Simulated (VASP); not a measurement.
# Ba5Y3 (P6/mmm) in VASP: relaxation of cell and atoms with PBE

Aim: the relaxation of cell and atoms of Ba5Y3 with PBE.

Program: VASP 6.6.1. These are calculated values, not measurements. Logs are shortened: lines on timing, memory, paths and dates and some standing lists are left out, and cuts for length are marked.

## 1. The cell of the first run

Symmetry: P6/mmm, No. 191, hexagonal system. Conventional cell: a = 6.491 Å, b = 6.491 Å, c = 7.311 Å, α = 90.00°, β = 90.00°, γ = 120.00°. Ba (site symmetry mmm) has 6 Ba at 3.25 Å and 2 Y at 3.66 Å within 4.3 Å. Within 4.3 Å of Ba (site symmetry 6/mmm) lie 8 Ba at 3.25 to 3.66 Å. Within 4.3 Å of Ba (site symmetry 6/mmm) lie 6 Y at 3.25 Å and 2 Ba at 3.66 Å. Y (site symmetry mmm) has 4 Y at 3.25 Å and 4 Ba at 3.25 to 3.66 Å within 4.3 Å.

The cell was generated, and may not be a known phase.

## 2. Relaxation of cell and atoms, PBE

INCAR

```
SYSTEM = Ba5Y3
PREC = Accurate ; ENCUT = 600
EDIFF = 1E-6 ; ISMEAR = 0
SIGMA = 0.1 ; LREAL = .FALSE.
LASPH = .TRUE. ; NELM = 60
ALGO = Fast ; ISIF = 3
LWAVE = .FALSE. ; LCHARG = .FALSE.
GGA = PE ; IBRION = 2
NSW = 90 ; EDIFFG = -0.04
```

KPOINTS

```
Automatic mesh
0
G
  3 3 4
  0 0 0
```

POSCAR

```
Ba5Y3
1.0
    6.4908283600      0.0000000000      0.0000000000
   -3.2454141800      5.6212222500      0.0000000000
    0.0000000000      0.0000000000      7.3109497100
Ba Y
5 3
Direct
    0.5000000000      0.0000000000      0.0000000000
    0.0000000000      0.5000000000      0.0000000000
    0.5000000000      0.5000000000      0.0000000000
    0.0000000000      0.0000000000      0.0000000000
    0.0000000000      0.0000000000      0.5000000000
    0.5000000000      0.0000000000      0.5000000000
    0.0000000000      0.5000000000      0.5000000000
    0.5000000000      0.5000000000      0.5000000000
```

Potentials or basis: VASP PAW PBE potentials, release 64 (Ba_sv, Y_sv).

Command:

```bash
cat potpaw_PBE.64/Ba_sv/POTCAR potpaw_PBE.64/Y_sv/POTCAR > POTCAR
mpirun -np 1 vasp_std > vasp.out
```

OUTCAR:

```text
SYSTEM = Ba5Y3
   PREC = Accurate
   ENCUT = 600
   EDIFF = 1E-6
   ISMEAR = 0
   LREAL = .FALSE.
   LASPH = .TRUE.
   NELM = 60
   ISIF = 3
   GGA = PE
   IBRION = 2
   NSW = 90
   EDIFFG = -0.04

 ion  position               nearest neighbor table
   1  0.500  0.000  0.000-   2 3.25   3 3.25   3 3.25   2 3.25   4 3.25   4 3.25   6 3.66   6 3.66

   2  0.000  0.500  0.000-   1 3.25   4 3.25   4 3.25   1 3.25   3 3.25   3 3.25   7 3.66   7 3.66

   3  0.500  0.500  0.000-   1 3.25   4 3.25   1 3.25   4 3.25   2 3.25   2 3.25   8 3.66   8 3.66
[... 7 lines left out ...]
   7  0.000  0.500  0.500-   5 3.25   6 3.25   5 3.25   6 3.25   8 3.25   8 3.25   2 3.66   2 3.66

   8  0.500  0.500  0.500-   5 3.25   6 3.25   6 3.25   5 3.25   7 3.25   7 3.25   3 3.66   3 3.66

  LATTYP: Found a hexagonal cell.
 ALAT       =     6.4908283600
 C/A-ratio  =     1.1263507991

  Lattice vectors:

 A1 = (   6.4908283600,   0.0000000000,   0.0000000000)
 A2 = (  -3.2454141800,   5.6212222500,   0.0000000000)
 A3 = (   0.0000000000,   0.0000000000,   7.3109497100)

Analysis of symmetry for initial positions (statically):
=====================================================================
 Subroutine PRICEL returns:
 Original cell was already a primitive cell.

 Routine SETGRP: Setting up the symmetry group for a
 hexagonal supercell.

 Subroutine GETGRP returns: Found 24 space group operations
 (whereof 24 operations were pure point group operations)
 out of a pool of 24 trial point group operations.

The static configuration has the point symmetry D_6h.

Analysis of symmetry for dynamics (positions and initial velocities):
=====================================================================
 Subroutine PRICEL returns:
 Original cell was already a primitive cell.

 Routine SETGRP: Setting up the symmetry group for a
 hexagonal supercell.

 Subroutine GETGRP returns: Found 24 space group operations
 (whereof 24 operations were pure point group operations)
 out of a pool of 24 trial point group operations.

The dynamic configuration has the point symmetry D_6h.

 Subroutine INISYM returns: Found 24 space group operations
 (whereof 24 operations are pure point group operations),
 and found     1 'primitive' translations

----------------------------------------------------------------------------------------

                                     Primitive cell

  volume of cell :     266.7502

  direct lattice vectors                    reciprocal lattice vectors
     6.490828360  0.000000000  0.000000000     0.154063541  0.088948627  0.000000000
    -3.245414180  5.621222250  0.000000000     0.000000000  0.177897254  0.000000000
     0.000000000  0.000000000  7.310949710     0.000000000  0.000000000  0.136781135

  length of vectors
[... 68 lines left out ...]
 SYSTEM =  Ba5Y3
   PREC   = accura    normal or accurate (medium, high low for compatibility)
   ISTART =      0    job   : 0-new  1-cont  2-samecut
   ICHARG =      2    charge: 1-file 2-atom 10-const
   ISPIN  =      1    spin polarized calculation?
   LNONCOLLINEAR =      F non collinear calculations
   LSORBIT =      F    spin-orbit coupling
   LASPH  =      T    aspherical Exc in radial PAW
   ENCUT  =  600.0 eV  44.10 Ry    6.64 a.u.  12.96 12.96 14.60*2*pi/ulx,y,z
   NELM   =     60;   NELMIN=  2; NELMDL= -5     # of ELM steps
   EDIFF  = 0.1E-05   stopping-criterion for ELM
   LREAL  =      F    real-space projection
   EDIFFG = -.4E-01   stopping-criterion for IOM
   NSW    =     90    number of steps for IOM
   IBRION =      2    ionic relax: 0-MD 1-quasi-New 2-CG
   NFREE  =      1    steps in history (QN), initial steepest desc. (CG)
   ISIF   =      3    stress and relaxation
   ISYM   =      2    0-nonsym 1-usesym 2-fastsym
   POTIM  = 0.5000    time-step for ionic-motion
   TEBEG  =    0.0;   TEEND  =   0.0 temperature during run
   PSTRESS=    0.0 pullay stress
   NELECT =      83.0000    total number of electrons
   NUPDOWN=      -1.0000    fix difference up-down
   EMIN   =  10.00;   EMAX   =-10.00  energy-range for DOS
   EFERMI =   0.00;   METHOD = LEGACY
   ISMEAR =     0;   SIGMA  =   0.10  broadening in eV -4-tet -1-fermi 0-gaus
   EFERMI_NEDOS =   21; number of points for ismear=-14 and -15
   IALGO  =     68    algorithm
   IMIX   =      4    mixing-type and parameters
     AMIX     =   0.40;   BMIX     =  1.00
     AMIX_MAG =   1.60;   BMIX_MAG =  1.00
  volume/ion in A,a.u.               =      33.34       225.01
  Fermi-wavevector in a.u.,A,eV,Ry     =   1.109343  2.096355 16.743909  1.230643
  Thomas-Fermi vector in A             =   2.245882
   LORBIT       =      0    0 simple, 1 ext, 2 COOP (PROOUT), +10 PAW based schemes
   GGA     = PE    functional components
   LHFCALC =     F    Hartree Fock is set to
   AEXX    =    0.0000 exact exchange contribution
   IVDW    =     0    specifies the selected vdW correction
   LEPSILON=     F    determine dielectric tensor
   LRPA    =     F    only Hartree local field effects (RPA)
 conjugate gradient relaxation of ions
 non-spin polarized calculation
 RMM-DIIS sequential band-by-band and
 Gauss-broadening in eV      SIGMA  =   0.10
  energy-cutoff  :      600.00
  volume of cell :      266.75
 maximum number of plane-waves:      8946
 NGX is ok and might be reduce to    54
   NGX = 25   NGY = 25   NGZ = 29

--------------------------------------- Ionic step        1  -------------------------------------------

 number of electron      83.0000000 magnetization

 Free energy of the ion-electron system (eV)
  ---------------------------------------------------
  ext. energy  EPLUGINS =         0.00000000
  ---------------------------------------------------
  free energy    TOTEN  =       -21.62608226 eV

  energy without entropy =      -21.59132749  energy(sigma->0) =      -21.60870487

 E-fermi :   3.8056     XC(G=0):  -9.5627

 val. band max:        3.7450684846   @ k =   0.3333   0.0000   0.0000
 cond. band min:       3.8421476636   @ k =   0.3333   0.0000   0.2500
 fundamental gap:      0.0970791790
 Fermi energy:         3.8055790040

 k-point     1 :       0.0000    0.0000    0.0000
  band No.  band energies     occupation
      1     -38.9042      2.00000
      2     -38.7968      2.00000
      3     -38.7968      2.00000
      4     -25.3841      2.00000
      5     -24.5608      2.00000
      6     -24.4262      2.00000
[... 708 lines left out ...]
--------------------------------------- Ionic step        7  -------------------------------------------

 number of electron      82.9999997 magnetization

 Free energy of the ion-electron system (eV)
  ---------------------------------------------------
  ext. energy  EPLUGINS =         0.00000000
  ---------------------------------------------------
  free energy    TOTEN  =       -24.95355344 eV

  energy without entropy =      -24.88276478  energy(sigma->0) =      -24.91815911

 E-fermi :   2.4219     XC(G=0):  -8.3838

 val. band max:        2.3943161389   @ k =   0.3333   0.0000   0.0000
 cond. band min:       2.4412900995   @ k =   0.3333   0.0000   0.0000
 fundamental gap:      0.0469739606
 Fermi energy:         2.4219257786

 k-point     1 :       0.0000    0.0000    0.0000
  band No.  band energies     occupation
      1     -41.2879      2.00000
      2     -41.2742      2.00000
      3     -41.2742      2.00000
      4     -26.4162      2.00000
      5     -26.1647      2.00000
      6     -26.0548      2.00000
[... 492 lines left out ...]
  FREE ENERGIE OF THE ION-ELECTRON SYSTEM (eV)
  ---------------------------------------------------
  free  energy   TOTEN  =       -24.9535534438 eV

  energy  without entropy=      -24.8827647764  energy(sigma->0) =      -24.91815911

 reached required accuracy - stopping structural energy minimisation
```

CONTCAR:

```text
Ba5Y3
   1.00000000000000
     7.6168902831320437    0.0000000000000000    0.0000000000000000
    -3.8084451415660219    6.5964204809554596    0.0000000000000000
     0.0000000000000000    0.0000000000000000    7.2870464646129420
  Ba              Y
     5     3
Direct
     0.5000000000000000    0.0000000000000000    0.0000000000000000
     0.0000000000000000    0.5000000000000000    1.0000000000000000
     0.5000000000000000    0.5000000000000000    0.0000000000000000
     0.0000000000000000    0.0000000000000000    1.0000000000000000
     0.0000000000000000    0.0000000000000000    0.5000000000000000
     0.5000000000000000    0.0000000000000000    0.5000000000000000
     0.0000000000000000    0.5000000000000000    0.5000000000000000
     0.5000000000000000    0.5000000000000000    0.5000000000000000

  0.00000000E+00  0.00000000E+00  0.00000000E+00
  0.00000000E+00  0.00000000E+00  0.00000000E+00
  0.00000000E+00  0.00000000E+00  0.00000000E+00
  0.00000000E+00  0.00000000E+00  0.00000000E+00
  0.00000000E+00  0.00000000E+00  0.00000000E+00
  0.00000000E+00  0.00000000E+00  0.00000000E+00
  0.00000000E+00  0.00000000E+00  0.00000000E+00
  0.00000000E+00  0.00000000E+00  0.00000000E+00
```

Wall time 48 min (1 thread of Intel Xeon 6975P-C (Granite Rapids), shared host); peak memory 0.49 GiB.

What came out:

* Free energy: -24.9536 eV
* Relaxed volume: 45.77 Å³/atom
* Relaxed cell: a = 7.617 Å, b = 7.617 Å, c = 7.287 Å, α = 90.00°, β = 90.00°, γ = 120.00°
* Space group after relaxing (to 0.1 Å): P6/mmm (No. 191)
* Energy gained by relaxing: 415.9 meV/atom
* Ionic steps: 7
* Pressure after relaxing: -0.1 GPa
* Band gap on the k mesh: zero (an odd number of electrons rules out a gap without spin polarisation)

The path:
```
step  energy change (eV)  largest force (eV/Å)  pressure (GPa)  volume (Å³)
   1              0.0000                0.0000            9.15       266.75
   2             -3.1393                0.0000            0.99       344.37
   3             -3.2991                0.0000            0.52       351.96
   4             -3.3052                0.0000            0.43       354.33
   5             -3.3056                0.0000            0.32       357.10
   6             -3.3246                0.0000            0.07       362.88
   7             -3.3275                0.0000           -0.06       366.13
```

Final structure:
```
CELL_PARAMETERS angstrom
7.61689 0.00000 0.00000
-3.80845 6.59642 0.00000
0.00000 0.00000 7.28705
ATOMIC_POSITIONS crystal
Ba 0.50000 0.00000 0.00000
Ba 0.00000 0.50000 0.00000
Ba 0.50000 0.50000 0.00000
Ba 0.00000 0.00000 0.00000
Ba 0.00000 0.00000 0.50000
Y 0.50000 0.00000 0.50000
Y 0.00000 0.50000 0.50000
Y 0.50000 0.50000 0.50000
```

Levels at points of the mesh, in eV from the Fermi level:
| k point | band 38 | band 39 | band 40 | band 41 | band 42 | band 43 | band 44 | band 45 | band 46 | band 47 |
| --- | --- | --- | --- | --- | --- | --- | --- | --- | --- | --- |
| (0.00, 0.00, 0.00) | -1.22 | -1.21 | -0.91 | -0.26 | -0.26 | -0.25 | -0.07 | 0.20 | 0.20 | 0.55 |
| (0.00, 0.00, 0.50) | -0.69 | -0.69 | -0.64 | -0.56 | -0.47 | -0.47 | -0.22 | -0.21 | -0.21 | 0.31 |

Caveat: the k points lie up to 0.32 Å⁻¹ apart in the final cell, too coarse for converged energies and pressures of a metal; the volume moved by over 15 % at a fixed basis, so the end points are rough; spin-orbit coupling is left out, which moves the levels of the heavy elements.

The gap in the log of VASP goes by the Fermi energy; the results here count the filled bands.